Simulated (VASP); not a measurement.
Crystal: Ni.

```xyz
1
Lattice="0.0000 1.6772 1.6772 1.6772 0.0000 1.6772 1.6772 1.6772 0.0000" Properties=species:S:1:pos:R:3 pbc="T T T"
Ni    0.0000    0.0000    0.0000
```

Base run:

```yaml
Program: VASP 6.6.1
Functional: LDA
Potentials_or_basis: VASP PAW LDA potentials, release 64 (Ni)
Cutoff: 520 eV
k_mesh: 24 × 24 × 24
Occupations: gaussian, width 0.15 eV
Spin: collinear spin, ferromagnetic start
Starting_moments: "[1.0] μB"
Fixed_moment: 1 μB
```

Its results: pressure 23.1 GPa; site moments Ni +0.98 μB.

Q: The run is repeated on the same cell with these changes: fixed moment from 1 μB to 0.625 μB; moments at the start from [1.0] to [0.62]. What comes out?

A: Pressure 18.4 GPa; site moments Ni +0.62 μB.

Caveats: the total moment is fixed, so each spin has its own Fermi level.
